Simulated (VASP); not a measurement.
Here is a VASP 6.6.1 calculation.

The input INCAR:

```
SYSTEM = SiO2
PREC = Accurate
ENCUT = 520
EDIFF = 1E-6
ISMEAR = 0
SIGMA = 0.02
LREAL = .FALSE.
LASPH = .TRUE.
NELM = 80
ALGO = Normal
ISIF = 2
LWAVE = .FALSE.
LCHARG = .FALSE.
NBANDS = 44
```

File KPOINTS:

```
Automatic mesh
0
G
  6 6 4
  0 0 0
```

The input POSCAR:

```
SiO2
1.0
    4.9658521674      0.0000000000      0.0000000000
    0.0000000000      4.9658521674      0.0000000000
    0.0000000000      0.0000000000      7.0701422919
Si O
4 8
Direct
    0.0000000000      0.0000000000      0.0000000000
    0.0000000000      0.5000000000      0.2500000000
    0.5000000000      0.5000000000      0.5000000000
    0.5000000000      0.0000000000      0.7500000000
    0.1002674453      0.2500000000      0.1250000000
    0.2500000000      0.6002674453      0.3750000000
    0.7500000000      0.3997325547      0.3750000000
    0.8997325547      0.7500000000      0.1250000000
    0.6002674453      0.7500000000      0.6250000000
    0.7500000000      0.1002674453      0.8750000000
    0.2500000000      0.8997325547      0.8750000000
    0.3997325547      0.2500000000      0.6250000000
```

Potentials or basis: VASP PAW LDA potentials, release 64 (Si, O).

Command:

```bash
$ cat potpaw_LDA.64/Si/POTCAR potpaw_LDA.64/O/POTCAR > POTCAR
$ mpirun -np 1 vasp_std > vasp.out
```

Q: Predict the largest force.

A: 0.110 eV/Å.

Q: Predict the pressure.

A: 2.3 GPa.

Q: Predict the band gap on the k mesh.

A: 5.83 eV.

Stress tensor (GPa, compression positive):
```
1.73 0.00 0.00
0.00 1.73 0.00
0.00 0.00 3.53
```

Caveat: the cell differs from its parent crystal (uniaxial strain along c: -3.0 %). A k mesh can miss the band edges.
